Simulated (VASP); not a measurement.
# W (Fm-3m) in VASP: notebook

Runs on W. Level: LDA. Tasks: single point.

All numbers are computed with VASP 6.6.1; they aren't measurements. Logs are shortened: lines on timing, memory, paths and dates and some standing lists are left out, and cuts for length are marked.

### 1 The cell of the first run

Symmetry: Fm-3m, No. 225, cubic system. The conventional cell has a = 4.073 Å, b = 4.073 Å, c = 4.073 Å, α = 90.00°, β = 90.00°, γ = 90.00°. W (site symmetry m-3m) has 12 W at 2.88 Å within 3.8 Å.

### 2 Single point, LDA (volume scaled by 1.01)

The input, INCAR:

```
SYSTEM = W
PREC = Accurate
ENCUT = 520
EDIFF = 1E-6
ISMEAR = -1
SIGMA = 0.05
LREAL = .False.
LASPH = .True.
NELM = 60
ALGO = Normal
ISIF = 2
LWAVE = .False.
LCHARG = .False.
GGA = CA
NBANDS = 13
```

The input, KPOINTS:

```
regular mesh
0
Gamma
  14 14 14
  0 0 0
```

The input, POSCAR:

```
W
1.0
    0.0000000000      2.0367442356      2.0367442356
    2.0367442356      0.0000000000      2.0367442356
    2.0367442356      2.0367442356      0.0000000000
W
1
Direct
    0.0000000000      0.0000000000      0.0000000000
```

Potentials or basis: VASP PAW LDA potentials, release 64 (W_sv).

Launch:

```
> cat potpaw_LDA.64/W_sv/POTCAR > POTCAR
> mpirun -np 1 vasp_std > vasp.out
```

OUTCAR:

```text
SYSTEM = W
   PREC = Accurate
   ENCUT = 520
   EDIFF = 1E-6
   ISMEAR = -1
   LREAL = .False.
   LASPH = .True.
   NELM = 60
   ISIF = 2
   GGA = CA

 ion  position               nearest neighbor table
   1  0.000  0.000  0.000-

  LATTYP: Found a face centered cubic cell.
 ALAT       =     4.0734884712

  Lattice vectors:

 A1 = (   0.0000000000,   2.0367442356,   2.0367442356)
 A2 = (   2.0367442356,   0.0000000000,   2.0367442356)
 A3 = (   2.0367442356,   2.0367442356,   0.0000000000)

Analysis of symmetry for initial positions (statically):
=====================================================================
 Subroutine PRICEL returns:
 Original cell was already a primitive cell.

 Routine SETGRP: Setting up the symmetry group for a
 face centered cubic supercell.

 Subroutine GETGRP returns: Found 48 space group operations
 (whereof 48 operations were pure point group operations)
 out of a pool of 48 trial point group operations.

The static configuration has the point symmetry O_h .

Analysis of symmetry for dynamics (positions and initial velocities):
=====================================================================
 Subroutine PRICEL returns:
 Original cell was already a primitive cell.

 Routine SETGRP: Setting up the symmetry group for a
 face centered cubic supercell.

 Subroutine GETGRP returns: Found 48 space group operations
 (whereof 48 operations were pure point group operations)
 out of a pool of 48 trial point group operations.

The dynamic configuration has the point symmetry O_h .

 Subroutine INISYM returns: Found 48 space group operations
 (whereof 48 operations are pure point group operations),
 and found     1 'primitive' translations

----------------------------------------------------------------------------------------

                                     Primitive cell

  volume of cell :      16.8982

  direct lattice vectors                    reciprocal lattice vectors
     0.000000000  2.036744236  2.036744236    -0.245489832  0.245489832  0.245489832
     2.036744236  0.000000000  2.036744236     0.245489832 -0.245489832  0.245489832
     2.036744236  2.036744236  0.000000000     0.245489832  0.245489832 -0.245489832

  length of vectors
     2.880391321  2.880391321  2.880391321     0.425200862  0.425200862  0.425200862

  position of ions in fractional coordinates (direct lattice)
     0.000000000  0.000000000  0.000000000

  ion indices of the primitive-cell ions
   primitive index   ion index
                 1           1

----------------------------------------------------------------------------------------

 KPOINTS: regular mesh

Automatic generation of k-mesh.
 Grid dimensions read from file:
 generate k-points for:   14   14   14

 Generating k-lattice:

  Cartesian coordinates                     Fractional coordinates (reciprocal lattice)
    -0.017534988  0.017534988  0.017534988     0.071428571  0.000000000  0.000000000
     0.017534988 -0.017534988  0.017534988     0.000000000  0.071428571  0.000000000
     0.017534988  0.017534988 -0.017534988     0.000000000  0.000000000  0.071428571

  Length of vectors
     0.030371490  0.030371490  0.030371490

  Shift w.r.t. Gamma in fractional coordinates (k-lattice)
     0.000000000  0.000000000  0.000000000

 Subroutine IBZKPT returns following result:
 ===========================================

 Found    104 irreducible k-points:

 Following reciprocal coordinates:
            Coordinates               Weight
  0.000000  0.000000  0.000000      1.000000
  0.071429  0.000000  0.000000      8.000000
  0.142857  0.000000  0.000000      8.000000
  0.214286  0.000000  0.000000      8.000000
  0.285714  0.000000  0.000000      8.000000
  0.357143  0.000000  0.000000      8.000000
[... 16 lines left out ...]
  0.214286  0.142857  0.000000     24.000000
  0.285714  0.142857  0.000000     24.000000
 [... further k-points ...]
   k-points           NKPTS =    104   k-points in BZ     NKDIM =    104   number of bands    NBANDS=     13
   number of dos      NEDOS =    301   number of ions     NIONS =      1
   total plane-waves  NPLWV =  13824
   dimension x,y,z NGX =    24 NGY =   24 NGZ =   24
   dimension x,y,z NGXF=    48 NGYF=   48 NGZF=   48
   ions per type =               1
   NGX,Y,Z   is equivalent  to a cutoff of  13.85, 13.85, 13.85 a.u.
   NGXF,Y,Z  is equivalent  to a cutoff of  27.70, 27.70, 27.70 a.u.
 SYSTEM =  W
   PREC   = accura    normal or accurate (medium, high low for compatibility)
   ISTART =      0    job   : 0-new  1-cont  2-samecut
   ICHARG =      2    charge: 1-file 2-atom 10-const
   ISPIN  =      1    spin polarized calculation?
   LNONCOLLINEAR =      F non collinear calculations
   LSORBIT =      F    spin-orbit coupling
   LASPH  =      T    aspherical Exc in radial PAW
   ENCUT  =  520.0 eV  38.22 Ry    6.18 a.u.   5.36  5.36  5.36*2*pi/ulx,y,z
   NELM   =     60;   NELMIN=  2; NELMDL= -5     # of ELM steps
   EDIFF  = 0.1E-05   stopping-criterion for ELM
   LREAL  =      F    real-space projection
[... 7 lines left out ...]
   TEBEG  =    0.0;   TEEND  =   0.0 temperature during run
   PSTRESS=    0.0 pullay stress
   NELECT =      14.0000    total number of electrons
   NUPDOWN=      -1.0000    fix difference up-down
   EMIN   =  10.00;   EMAX   =-10.00  energy-range for DOS
   EFERMI =   0.00;   METHOD = LEGACY
   ISMEAR =    -1;   SIGMA  =   0.05  broadening in eV -4-tet -1-fermi 0-gaus
   EFERMI_NEDOS =   21; number of points for ismear=-14 and -15
   IALGO  =     38    algorithm
   IMIX   =      4    mixing-type and parameters
     AMIX     =   0.40;   BMIX     =  1.00
     AMIX_MAG =   1.60;   BMIX_MAG =  1.00
  volume/ion in A,a.u.               =      16.90       114.03
  Fermi-wavevector in a.u.,A,eV,Ry     =   1.537580  2.905605 32.166238  2.364152
  Thomas-Fermi vector in A             =   2.644069
   LORBIT       =      0    0 simple, 1 ext, 2 COOP (PROOUT), +10 PAW based schemes
   GGA     = CA    functional components
   LHFCALC =     F    Hartree Fock is set to
   AEXX    =    0.0000 exact exchange contribution
   IVDW    =     0    specifies the selected vdW correction
   LEPSILON=     F    determine dielectric tensor
   LRPA    =     F    only Hartree local field effects (RPA)
 non-spin polarized calculation
  energy-cutoff  :      520.00
  volume of cell :       16.90
 maximum number of plane-waves:       467
 NGX is ok and might be reduce to    24
   NGX = 11   NGY = 11   NGZ = 11

 number of electron      14.0000001 magnetization

 Free energy of the ion-electron system (eV)
  ---------------------------------------------------
  ext. energy  EPLUGINS =         0.00000000
  ---------------------------------------------------
  free energy    TOTEN  =       -13.54775518 eV

  energy without entropy =      -13.53717998  energy(sigma->0) =      -13.54246758

 E-fermi :   9.9256     XC(G=0): -13.4644

 val. band max:        9.9095024851   @ k =   0.2143   0.0714   0.0000
 cond. band min:       9.9263437209   @ k =  -0.1429   0.0714   0.0000
 fundamental gap:      0.0168412358
 Fermi energy:         9.9255542556

 k-point     1 :       0.0000    0.0000    0.0000
  band No.  band energies     occupation
      1     -63.3315      2.00000
      2     -27.2440      2.00000
      3     -27.2440      2.00000
      4     -27.2440      2.00000
      5       1.2016      2.00000
      6       9.4007      1.99994
      7       9.4007      1.99994
      8       9.4007      1.99994
      9      12.3596      0.00000
     10      12.3596      0.00000
     11      22.7927      0.00000
     12      27.7985      0.00000
     13      27.7985      0.00000

 k-point     2 :       0.0714    0.0000    0.0000
  band No.  band energies     occupation
      1     -63.3267      2.00000
      2     -27.2998      2.00000
      3     -27.2512      2.00000
      4     -27.2512      2.00000
      5       1.4184      2.00000
      6       9.2397      2.00000
      7       9.5008      1.99959
      8       9.5008      1.99959
      9      12.2719      0.00000
     10      12.2719      0.00000
     11      23.2215      0.00000
     12      26.9028      0.00000
     13      28.2021      0.00000

 k-point     3 :       0.1429    0.0000    0.0000
  band No.  band energies     occupation
      1     -63.3135      2.00000
      2     -27.4538      2.00000
      3     -27.2713      2.00000
      4     -27.2713      2.00000
      5       2.0305      2.00000
      6       8.8628      2.00000
      7       9.7306      1.96028
      8       9.7306      1.96028
      9      12.1231      0.00000
     10      12.1231      0.00000
     11      24.2111      0.00000
     12      25.5263      0.00000
     13      29.3506      0.00000
[... 305 lines left out ...]
 k-point    23 :       0.2143    0.1429    0.0000
  band No.  band energies     occupation
      1     -63.2932      2.00000
      2     -27.5888      2.00000
      3     -27.3543      2.00000
      4     -27.3456      2.00000
      5       2.9861      2.00000
      6       8.0238      2.00000
      7      10.1400      0.02709
      8      10.4078      0.00013
      9      11.0334      0.00000
     10      12.9422      0.00000
     11      25.7229      0.00000
     12      26.2776      0.00000
     13      28.8953      0.00000

 k-point    24 :       0.2857    0.1429    0.0000
  band No.  band energies     occupation
      1     -63.2746      2.00000
      2     -27.7813      2.00000
      3     -27.3901      2.00000
      4     -27.3792      2.00000
      5       3.8597      2.00000
      6       7.7552      2.00000
      7       9.5919      1.99747
      8      10.5173      0.00001
      9      11.8374      0.00000
     10      13.3808      0.00000
     11      24.4367      0.00000
     12      27.3049      0.00000
     13      29.4086      0.00000

 [... further k-points ...]

------------------------ aborting loop because EDIFF is reached ----------------------------------------

  FORCE on cell =-STRESS in cart. coord.  units (eV):
  Direction    XX          YY          ZZ          XY          YZ          ZX
  --------------------------------------------------------------------------------------
  -------------------------------------------------------------------------------------
  Total       -1.9759034     -1.9759034     -1.9759034      0.0000000      0.0000000     -0.0000000
  in kB     -187.3427111   -187.3427111   -187.3427111      0.0000000      0.0000000     -0.0000000
  external PRESSURE =    -187.3427111 kB  Pullay stress =       0.0000000 kB

 VOLUME and BASIS-vectors are now :
 -----------------------------------------------------------------------------
  energy-cutoff  :      520.00
  volume of cell :       16.90
      direct lattice vectors                 reciprocal lattice vectors
     0.000000000  2.036744236  2.036744236    -0.245489832  0.245489832  0.245489832
     2.036744236  0.000000000  2.036744236     0.245489832 -0.245489832  0.245489832
     2.036744236  2.036744236  0.000000000     0.245489832  0.245489832 -0.245489832

 POSITION                                       TOTAL-FORCE (eV/Angst)
 -----------------------------------------------------------------------------------
      0.00000      0.00000      0.00000        -0.000000      0.000000      0.000000
 -----------------------------------------------------------------------------------
    total drift:                                0.000000     -0.000000     -0.000000

  FREE ENERGIE OF THE ION-ELECTRON SYSTEM (eV)
  ---------------------------------------------------
  free  energy   TOTEN  =       -13.5477551754 eV

  energy  without entropy=      -13.5371799846  energy(sigma->0) =      -13.54246758
```

Run time: 9 s. Hardware: 1 thread of Intel Xeon 6975P-C, shared host; peak memory 0.14 GiB.

Results:

* Free energy: -13.5478 eV
* Pressure: -18.7 GPa
* Band gap on the k mesh: zero (band 7 reaches 12.99 eV, above the bottom of band 8 at 9.40 eV)

Caveat: spin-orbit coupling is left out, which moves the levels of the heavy elements.

### 3 Single point, LDA (volume scaled by 0.99)

The input, INCAR:

```
ALGO = Normal ; EDIFF = 1E-6
ENCUT = 520 ; GGA = CA
ISIF = 2 ; ISMEAR = -1
LASPH = True ; LCHARG = False
LREAL = False ; LWAVE = False
NBANDS = 13 ; NELM = 80
PREC = Accurate ; SIGMA = 0.05
```

The input, KPOINTS:

```
k-points
0
Gamma
  14 14 14
```

The input, POSCAR:

```
W
1.0
    0.0000000000      2.0232106516      2.0232106516
    2.0232106516      0.0000000000      2.0232106516
    2.0232106516      2.0232106516      0.0000000000
W
1
Direct
    0.0000000000      0.0000000000      0.0000000000
```

Potentials or basis: VASP PAW LDA potentials, release 64 (W_sv).

Launch:

```
> cat potpaw_LDA.64/W_sv/POTCAR > POTCAR
> mpirun -np 1 vasp_std > vasp.out
```

Run time: 9.6 s. Hardware: 1 thread of Intel Xeon 6975P-C, shared host; peak memory 0.14 GiB.

The run converged. Its results:

| Item | Value |
| --- | --- |
| Free energy | -13.5817 eV |
| Pressure | -13.8 GPa |
| Band gap on the k mesh | zero (band 7 reaches 13.37 eV, above the bottom of band 8 at 9.65 eV) |

Levels at points of the mesh, in eV from the Fermi level:
| k point | band 3 | band 4 | band 5 | band 6 | band 7 | band 8 | band 9 | band 10 | band 11 | band 12 |
| --- | --- | --- | --- | --- | --- | --- | --- | --- | --- | --- |
| (0.00, 0.00, 0.00) | -37.10 | -37.10 | -8.82 | -0.54 | -0.54 | -0.54 | 2.50 | 2.50 | 12.90 | 18.00 |
| (0.50, 0.00, 0.00) | -37.26 | -37.26 | -5.49 | -0.77 | -0.77 | 0.79 | 4.97 | 4.97 | 10.18 | 12.53 |
| (0.50, 0.50, 0.00) | -37.51 | -37.51 | -5.38 | -4.43 | 3.17 | 4.91 | 5.70 | 5.70 | 11.76 | 11.76 |

Caveat: spin-orbit coupling is left out, which moves the levels of the heavy elements.

### 4 Single point, LDA (volume scaled by 1.04)

The input, INCAR:

```
SYSTEM = W
ALGO = Normal ; EDIFF = 1E-6
ENCUT = 520 ; ISIF = 2
ISMEAR = -1 ; LASPH = .TRUE.
LCHARG = .FALSE. ; LREAL = .FALSE.
LWAVE = .FALSE. ; NBANDS = 13
NELM = 80 ; PREC = Accurate
SIGMA = 0.05
```

The input, KPOINTS:

```
k-points
0
G
  14 14 14
  0 0 0
```

The input, POSCAR:

```
W
1.0
    0.0000000000      2.0567135898      2.0567135898
    2.0567135898      0.0000000000      2.0567135898
    2.0567135898      2.0567135898      0.0000000000
W
1
Direct
    0.0000000000      0.0000000000      0.0000000000
```

Potentials or basis: VASP PAW LDA potentials, release 64 (W_sv).

Launch:

```
> cat potpaw_LDA.64/W_sv/POTCAR > POTCAR
> mpirun -np 1 vasp_std > vasp.out
```

OUTCAR:

```text
SYSTEM = W
   EDIFF = 1E-6
   ENCUT = 520
   ISIF = 2
   ISMEAR = -1
   LASPH = .TRUE.
   LREAL = .FALSE.
   NELM = 80
   PREC = Accurate

 ion  position               nearest neighbor table
   1  0.000  0.000  0.000-

  LATTYP: Found a face centered cubic cell.
 ALAT       =     4.1134271796

  Lattice vectors:

 A1 = (   0.0000000000,   2.0567135898,   2.0567135898)
 A2 = (   2.0567135898,   0.0000000000,   2.0567135898)
 A3 = (   2.0567135898,   2.0567135898,   0.0000000000)
[... 561 lines left out ...]
     12      26.6084      0.00000
     13      28.6081      0.00000

 [... further k-points ...]

------------------------ aborting loop because EDIFF is reached ----------------------------------------

  FORCE on cell =-STRESS in cart. coord.  units (eV):
  Direction    XX          YY          ZZ          XY          YZ          ZX
  --------------------------------------------------------------------------------------
  -------------------------------------------------------------------------------------
  Total       -2.7305641     -2.7305641     -2.7305641      0.0000000      0.0000000     -0.0000000
  in kB     -251.4267638   -251.4267638   -251.4267638      0.0000000      0.0000000     -0.0000000
  external PRESSURE =    -251.4267638 kB  Pullay stress =       0.0000000 kB

 VOLUME and BASIS-vectors are now :
 -----------------------------------------------------------------------------
  energy-cutoff  :      520.00
  volume of cell :       17.40
      direct lattice vectors                 reciprocal lattice vectors
     0.000000000  2.056713590  2.056713590    -0.243106285  0.243106285  0.243106285
     2.056713590  0.000000000  2.056713590     0.243106285 -0.243106285  0.243106285
     2.056713590  2.056713590  0.000000000     0.243106285  0.243106285 -0.243106285

 POSITION                                       TOTAL-FORCE (eV/Angst)
 -----------------------------------------------------------------------------------
      0.00000      0.00000      0.00000         0.000000     -0.000000      0.000000
 -----------------------------------------------------------------------------------
    total drift:                                0.000000      0.000000      0.000000

  FREE ENERGIE OF THE ION-ELECTRON SYSTEM (eV)
  ---------------------------------------------------
  free  energy   TOTEN  =       -13.4790096750 eV

  energy  without entropy=      -13.4679946488  energy(sigma->0) =      -13.47350216
```

OSZICAR:

```text
N       E                     dE             d eps       ncg     rms          rms(c)
DAV:   1     0.817774699091E+02    0.81777E+02   -0.73960E+03  2730   0.119E+03
DAV:   2    -0.125600584941E+02   -0.94338E+02   -0.90812E+02  3029   0.311E+02
DAV:   3    -0.142134971460E+02   -0.16534E+01   -0.16427E+01  2994   0.398E+01
DAV:   4    -0.142213421861E+02   -0.78450E-02   -0.78433E-02  2999   0.301E+00
DAV:   5    -0.142214159424E+02   -0.73756E-04   -0.73757E-04  3084   0.278E-01    0.172E+01
DAV:   6    -0.136170991667E+02    0.60432E+00   -0.52911E-01  2864   0.906E+00    0.607E+00
DAV:   7    -0.134845901173E+02    0.13251E+00   -0.20555E-01  3019   0.523E+00    0.593E-01
DAV:   8    -0.134791819829E+02    0.54081E-02   -0.44203E-03  2719   0.897E-01    0.827E-02
DAV:   9    -0.134790056603E+02    0.17632E-03   -0.14113E-04  3171   0.124E-01    0.344E-02
DAV:  10    -0.134790097325E+02   -0.40721E-05   -0.50966E-06  2924   0.277E-02    0.316E-03
DAV:  11    -0.134790096750E+02    0.57472E-07   -0.18738E-07  1592   0.482E-03
   1 F= -.13479010E+02 E0= -.13473502E+02  d E =-.110150E-01
```

It took 10 s on 1 thread of Intel Xeon 6975P-C, shared host; peak memory 0.14 GiB.

What came out:

- Free energy: -13.4790 eV
- Pressure: -25.1 GPa
- Band gap on the k mesh: zero (band 7 reaches 12.45 eV, above the bottom of band 8 at 9.04 eV)

Caveat: spin-orbit coupling is left out, which moves the levels of the heavy elements.

### 5 The runs side by side

```tsv
cell	gap on the mesh (eV)	pressure (GPa)
a = 2.880 Å, angles 60.0°, 1 atom	none	-18.7
a = 2.861 Å, angles 60.0°, 1 atom	none	-13.8
a = 2.909 Å, angles 60.0°, 1 atom	none	-25.1
```

Alike in all rows: task single point; level LDA; potentials or basis VASP PAW LDA potentials, release 64 (W_sv); no spin polarisation; k mesh 14 × 14 × 14; cutoff (eV) 520; smearing fermi-dirac 0.05 eV.

Caveats: spin-orbit coupling is left out, which moves the levels of the heavy elements.

Total energies depend on the potentials used, so only differences within one code and one set of settings carry meaning.
